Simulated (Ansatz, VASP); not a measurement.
**InSe in VASP and in Ansatz**

```xyz
4
Lattice="2.0106 1.1608 8.4107 -2.0106 1.1608 8.4107 0.0000 -2.3216 8.4107" Properties=species:S:1:pos:R:3 pbc="T T T"
In    0.0000    0.0000    0.0120
In    0.0000    0.0000    2.7975
Se    0.0000    0.0000   15.5671
Se    0.0000    0.0000   20.8844
```

Alike in both runs: task single point; functional PBE; k mesh 8 × 8 × 8; occupations fermi-dirac, width 0.02 eV; no spin polarisation.

|  | VASP | Ansatz |
| --- | --- | --- |
| version | VASP 6.6.1 | Ansatz 0.2.0 |
| potentials or method | VASP PAW PBE potentials, release 64 (In_d, Se) | plane waves, PAW |
| plane-wave cutoff (eV) | 520 | 420 |
| valence electrons in the cell | 38 | 58 |

|  | VASP | Ansatz | Ansatz less VASP |
| --- | --- | --- | --- |
| pressure (GPa) | 2.5 | 2.4 | -0.04 |
| traceless stress, the component that is largest in VASP (GPa) | -0.07 | -0.07 | +0.004 |
| rms of the force components (eV/Å) | 0.101 | 0.092 | -0.0086 |

Atom by atom the forces differ by 0.009 eV/Å (rms over components). The functional is the same, so the differences come from potentials, cutoffs and numerics. VASP's potentials hold 38 valence electrons a cell and Ansatz's 58, so a difference there can come from the potentials and not from the codes.
